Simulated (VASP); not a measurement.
## CaSe: single point with LDA

CaSe:

```
Se Ca
1.0
     0.00000    2.95600    2.95600
     2.95600    0.00000    2.95600
     2.95600    2.95600    0.00000
Se Ca
1 1
Direct
  0.50000 0.50000 0.50000
  0.00000 0.00000 0.00000
```

```json
{"Program": "VASP 6.6.1", "Task": "single point", "Functional": "LDA", "Potentials or basis": "VASP PAW LDA potentials, release 64 (Se, Ca_sv)", "Cutoff": "520 eV", "k mesh": "8 × 8 × 8", "Occupations": "fermi-dirac, width 0.05 eV", "Spin": "no spin polarisation", "Dipole correction": "no", "Further INCAR settings": "ALGO = Normal; EDIFF = 1e-06; NBANDS = 15"}
```

```
Pressure               : -2.9 GPa
Band gap on the k mesh : 1.86 eV (least direct gap 2.80 eV)
```

Levels at points of the mesh, in eV from the valence-band top:
```tsv
k point	band 4	band 5	band 6	band 7	band 8	band 9	band 10	band 11	band 12	band 13
(0.00, 0.00, 0.00)	-20.56	-11.84	0.00	0.00	0.00	3.11	3.54	3.54	3.54	4.16
(0.50, 0.00, 0.00)	-20.57	-11.13	-3.35	-1.23	-1.23	4.37	5.33	5.35	5.35	7.44
(0.50, 0.50, 0.00)	-20.60	-11.26	-2.55	-0.94	-0.94	1.86	4.85	4.93	5.90	5.90
```

Wall time 24 s on 1 thread of Intel Xeon 8259CL, with other jobs on the host, peak memory 0.16 GiB.

A k mesh can miss the band edges. Expect the measured gap to be larger: semilocal functionals such as LDA lack the derivative discontinuity.
